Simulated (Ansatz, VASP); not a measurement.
## One calculation of SrTiO3, two programs

```
Sr Ti O
1.0
     3.93640    0.00000    0.00000
     0.00000    3.93640    0.00000
     0.00000    0.00000    3.93640
Sr Ti O
1 1 3
Direct
  0.00000 0.08083 0.08083
  0.50000 0.50000 0.50000
  0.00000 0.50000 0.50000
  0.50000 0.00000 0.50000
  0.50000 0.50000 0.00000
```

Alike in both runs: task single point; functional PBE; k mesh 8 × 8 × 8; occupations gaussian, width 0.05 eV; no spin polarisation.

```csv
,VASP,Ansatz
version,VASP 6.6.1,Ansatz 0.2.0
potentials or method,"VASP PAW PBE potentials, release 64 (Sr_sv, Ti_sv, O), cutoff 520 eV","scalar-relativistic, plane waves, PAW"
valence electrons in the cell,40,40
```

|  | VASP | Ansatz | Ansatz less VASP |
| --- | --- | --- | --- |
| gap on the k mesh at the Fermi level (eV) | 1.67 | 1.70 | +0.026 |
| least direct gap on the mesh (eV) | 2.06 | 2.08 | +0.020 |
| pressure (GPa) | 5.6 | 4.9 | -0.74 |
| traceless stress, the component that is largest in VASP (GPa) | 5.43 | 5.28 | -0.143 |
| rms of the force components (eV/Å) | 0.769 | 0.743 | -0.0261 |

Atom by atom the forces differ by 0.032 eV/Å (rms over components).
